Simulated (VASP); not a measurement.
# TaSi2 (P2) in VASP: single point with PBE

Aim: the single point of TaSi2 with PBE.

All numbers are computed with VASP 6.6.1; they aren't measurements. Logs are shortened: lines on timing, memory, paths and dates and some standing lists are left out, and cuts for length are marked.

### Step 1. The cell of the first run

Symmetry: P2, No. 3, monoclinic system. Conventional cell: a = 4.806 Å, b = 6.600 Å, c = 4.806 Å, α = 90.00°, β = 120.00°, γ = 90.00°. Within 2.4 Å of Ta (site symmetry 2) lie 2 Si at 1.81 Å. Ta (site symmetry 2) has 10 Si at 2.62 to 2.84 Å and 4 Ta at 2.65 to 3.26 Å within 3.5 Å. Within 3.5 Å of Ta (site symmetry 2) lie 10 Si at 2.62 to 2.84 Å and 2 Ta at 3.26 Å. Si (site symmetry 1) has 9 Si at 2.57 to 3.34 Å and 5 Ta at 2.62 to 3.04 Å within 3.4 Å. Si (site symmetry 1) has 1 Ta at 1.81 Å within 2.4 Å. Si (site symmetry 1) has 9 Si at 2.57 to 3.34 Å and 4 Ta at 2.62 to 2.84 Å within 3.4 Å.

### Step 2. Single point, PBE (atom 1 (Ta) moved by +0.000 Å along [1 0 0] and -1.080 Å along [0 0 1])

Input file INCAR:

```
SYSTEM = TaSi2
ALGO = Normal
EDIFF = 1E-6
ENCUT = 520
GGA = PE
ISIF = 2
ISMEAR = 0
LASPH = .TRUE.
LCHARG = .TRUE.
LELF = .TRUE.
LREAL = .FALSE.
LVHAR = .TRUE.
LWAVE = .FALSE.
NBANDS = 38
NELM = 60
PREC = Accurate
SIGMA = 0.15
```

Input file KPOINTS:

```
k-points
0
G
  9 9 6
  0 0 0
```

Input file POSCAR:

```
TaSi2
1.0
    4.8060235202      0.0000000000      0.0000000000
   -2.4030117601      4.1621384597      0.0000000000
    0.0000000000      0.0000000000      6.5995345254
Ta Si
3 6
Direct
    0.5000000000      0.0000000000     -0.1636479051
    0.5000000000      0.5000000000      0.6666666667
    0.0000000000      0.5000000000      0.3333333333
    0.1589152396      0.3178304793      0.0000000000
    0.8410847604      0.1589152396      0.6666666667
    0.6821695207      0.8410847604      0.3333333333
    0.8410847604      0.6821695207      0.0000000000
    0.1589152396      0.8410847604      0.6666666667
    0.3178304793      0.1589152396      0.3333333333
```

Potentials or basis: VASP PAW PBE potentials, release 64 (Ta_pv, Si).

Run with:

```sh
$ cat potpaw_PBE.64/Ta_pv/POTCAR potpaw_PBE.64/Si/POTCAR > POTCAR
$ mpirun -np 1 vasp_std > vasp.out
```

OUTCAR:

```text
SYSTEM = TaSi2
   EDIFF = 1E-6
   ENCUT = 520
   GGA = PE
   ISIF = 2
   ISMEAR = 0
   LASPH = .TRUE.
   LREAL = .FALSE.
   NELM = 60
   PREC = Accurate

 ion  position               nearest neighbor table
   1  0.500  0.000  0.836-   5 1.81   8 1.81   2 2.65   2 2.65   4 2.95   7 2.95   7 2.95   4 2.95
                             4 3.04   7 3.04
   2  0.500  0.500  0.667-   4 2.62   7 2.62   6 2.62   9 2.62   1 2.65   1 2.65   8 2.74   5 2.74
                             8 2.74   5 2.74   5 2.84   8 2.84   3 3.26   3 3.26
   3  0.000  0.500  0.333-   4 2.62   7 2.62   5 2.62   8 2.62   9 2.74   6 2.74   9 2.74   6 2.74
                             6 2.84   9 2.84   2 3.26   2 3.26
   4  0.159  0.318  0.000-   5 2.57   9 2.57   3 2.62   2 2.62   7 2.65   7 2.84   7 2.84   1 2.95
                             1 2.95   1 3.04
   5  0.841  0.159  0.667-   1 1.81   4 2.57   6 2.57   3 2.62   8 2.65   2 2.74   2 2.74   2 2.84
                             8 2.84   8 2.84
   6  0.682  0.841  0.333-   7 2.57   5 2.57   2 2.62   9 2.65   3 2.74   3 2.74   3 2.84   9 2.84
                             9 2.84
   7  0.841  0.682  0.000-   8 2.57   6 2.57   3 2.62   2 2.62   4 2.65   4 2.84   4 2.84   1 2.95
                             1 2.95   1 3.04
   8  0.159  0.841  0.667-   1 1.81   7 2.57   9 2.57   3 2.62   5 2.65   2 2.74   2 2.74   2 2.84
                             5 2.84   5 2.84
   9  0.318  0.159  0.333-   4 2.57   8 2.57   2 2.62   6 2.65   3 2.74   3 2.74   3 2.84   6 2.84
                             6 2.84

  LATTYP: Found a hexagonal cell.
 ALAT       =     4.8060235202
 C/A-ratio  =     1.3731798227

  Lattice vectors:

 A1 = (   4.8060235202,   0.0000000000,   0.0000000000)
 A2 = (  -2.4030117601,   4.1621384597,   0.0000000000)
 A3 = (   0.0000000000,   0.0000000000,   6.5995345254)

Analysis of symmetry for initial positions (statically):
=====================================================================
 Subroutine PRICEL returns:
 Original cell was already a primitive cell.

 Routine SETGRP: Setting up the symmetry group for a
 hexagonal supercell.

 Subroutine GETGRP returns: Found  2 space group operations
 (whereof  2 operations were pure point group operations)
 out of a pool of 24 trial point group operations.

The static configuration has the point symmetry C_2 .

Analysis of symmetry for dynamics (positions and initial velocities):
=====================================================================
 Subroutine PRICEL returns:
 Original cell was already a primitive cell.

 Routine SETGRP: Setting up the symmetry group for a
 hexagonal supercell.

 Subroutine GETGRP returns: Found  2 space group operations
[... 123 lines left out ...]
   ISIF   =      2    stress and relaxation
   ISYM   =      2    0-nonsym 1-usesym 2-fastsym
   POTIM  = 0.5000    time-step for ionic-motion
   TEBEG  =    0.0;   TEEND  =   0.0 temperature during run
   PSTRESS=    0.0 pullay stress
   NELECT =      57.0000    total number of electrons
   NUPDOWN=      -1.0000    fix difference up-down
   EMIN   =  10.00;   EMAX   =-10.00  energy-range for DOS
   EFERMI =   0.00;   METHOD = LEGACY
   ISMEAR =     0;   SIGMA  =   0.15  broadening in eV -4-tet -1-fermi 0-gaus
   EFERMI_NEDOS =   21; number of points for ismear=-14 and -15
   IALGO  =     38    algorithm
   IMIX   =      4    mixing-type and parameters
     AMIX     =   0.40;   BMIX     =  1.00
     AMIX_MAG =   1.60;   BMIX_MAG =  1.00
  volume/ion in A,a.u.               =      14.67        98.99
  Fermi-wavevector in a.u.,A,eV,Ry     =   1.237356  2.338263 20.831186  1.531049
  Thomas-Fermi vector in A             =   2.371926
   LORBIT       =      0    0 simple, 1 ext, 2 COOP (PROOUT), +10 PAW based schemes
   GGA     = PE    functional components
   LHFCALC =     F    Hartree Fock is set to
   AEXX    =    0.0000 exact exchange contribution
   IVDW    =     0    specifies the selected vdW correction
   LEPSILON=     F    determine dielectric tensor
   LRPA    =     F    only Hartree local field effects (RPA)
 non-spin polarized calculation
 Gauss-broadening in eV      SIGMA  =   0.15
  energy-cutoff  :      520.00
  volume of cell :      132.01
 maximum number of plane-waves:      3577
   NGX = 17   NGY = 17   NGZ = 25

 number of electron      57.0000009 magnetization

 Free energy of the ion-electron system (eV)
  ---------------------------------------------------
  ext. energy  EPLUGINS =         0.00000000
  ---------------------------------------------------
  free energy    TOTEN  =       -56.24066376 eV

  energy without entropy =      -56.19146003  energy(sigma->0) =      -56.21606190

 E-fermi :   8.9279     XC(G=0): -11.8928

 val. band max:        8.9253490090   @ k =  -0.1111   0.3333   0.3333
 cond. band min:       8.9279473370   @ k =   0.0000   0.4444   0.5000
 fundamental gap:      0.0025983279
 Fermi energy:         8.9278784552

 k-point     1 :       0.0000    0.0000    0.0000
  band No.  band energies     occupation
      1     -25.5576      2.00000
      2     -25.4530      2.00000
      3     -25.2810      2.00000
      4     -25.2654      2.00000
      5     -25.2097      2.00000
      6     -25.1386      2.00000
[... 973 lines left out ...]
     37      12.5389      0.00000
     38      12.9280      0.00000

 [... further k-points ...]
[... 5 lines left out ...]
  --------------------------------------------------------------------------------------
  -------------------------------------------------------------------------------------
  Total       40.3894386     17.2830175     43.8852869     20.7114456      0.0000000      0.0000000
  in kB      490.1880037    209.7560193    532.6155030    251.3652707      0.0000000      0.0000000
  external PRESSURE =     410.8531754 kB  Pullay stress =       0.0000000 kB

 VOLUME and BASIS-vectors are now :
 -----------------------------------------------------------------------------
  energy-cutoff  :      520.00
  volume of cell :      132.01
      direct lattice vectors                 reciprocal lattice vectors
     4.806023520  0.000000000  0.000000000     0.208072223  0.120130554  0.000000000
    -2.403011760  4.162138460  0.000000000     0.000000000  0.240261108  0.000000000
     0.000000000  0.000000000  6.599534525     0.000000000  0.000000000  0.151525838

 POSITION                                       TOTAL-FORCE (eV/Angst)
 -----------------------------------------------------------------------------------
      2.40301      0.00000      5.51953         0.000000      0.000000     35.642000
      1.20151      2.08107      4.39969         0.000000      0.000000     -3.007045
     -1.20151      2.08107      2.19984         0.000000      0.000000     -1.243380
     -0.00000      1.32285      0.00000        -0.267821     -0.092911     -0.119434
      3.66040      0.66143      4.39969        15.436293      8.953184    -14.672555
      1.25739      3.50071      2.19984        -0.588528     -0.041562     -0.903798
      2.40301      2.83928      0.00000         0.267821      0.092911     -0.119434
     -1.25739      3.50071      4.39969       -15.436293     -8.953184    -14.672555
      1.14563      0.66143      2.19984         0.588528      0.041562     -0.903798
 -----------------------------------------------------------------------------------
    total drift:                               -0.000000     -0.000000      0.001157

  FREE ENERGIE OF THE ION-ELECTRON SYSTEM (eV)
  ---------------------------------------------------
  free  energy   TOTEN  =       -56.2406637646 eV

  energy  without entropy=      -56.1914600278  energy(sigma->0) =      -56.21606190
```

Run time: 20 min. Hardware: 1 thread of Intel Xeon 8259CL, shared host; peak memory 0.7 GiB.

Results:

| Quantity | Value |
| --- | --- |
| Free energy | -56.2407 eV |
| Pressure | 41.1 GPa |
| Largest force | 35.642 eV/Å |
| Band gap on the k mesh | zero (an odd number of electrons rules out a gap without spin polarisation) |

Forces on the atoms (eV/Å):
```
Ta    0.000   0.000  35.642
Ta    0.000   0.000  -3.007
Ta    0.000   0.000  -1.243
Si   -0.268  -0.093  -0.119
Si   15.436   8.953 -14.673
Si   -0.589  -0.042  -0.904
Si    0.268   0.093  -0.119
Si  -15.436  -8.953 -14.673
Si    0.589   0.042  -0.904
```

Levels at points of the mesh, in eV from the Fermi level:
```
           k point  band 25  band 26  band 27  band 28  band 29  band 30  band 31  band 32
(0.00, 0.00, 0.00)    -2.31    -1.31    -1.15    -0.91    -0.79     0.26     0.73     1.03
(0.00, 0.00, 0.50)    -1.81    -1.54    -1.19    -0.78    -0.05     0.27     0.63     1.61
```

Caveat: the cell differs from its parent crystal (atom 1 (Ta) moved by +0.000 Å along [1 0 0] and -1.080 Å along [0 0 1]); atoms lie so close that the PAW spheres overlap strongly, which falsifies energies and pressures; the stress differs along the axes, from 21 to 53 GPa; spin-orbit coupling is left out, which moves the levels of the heavy elements; forces of over 1 eV/Å act on the atoms, so gaps and moduli don't describe the material at rest.
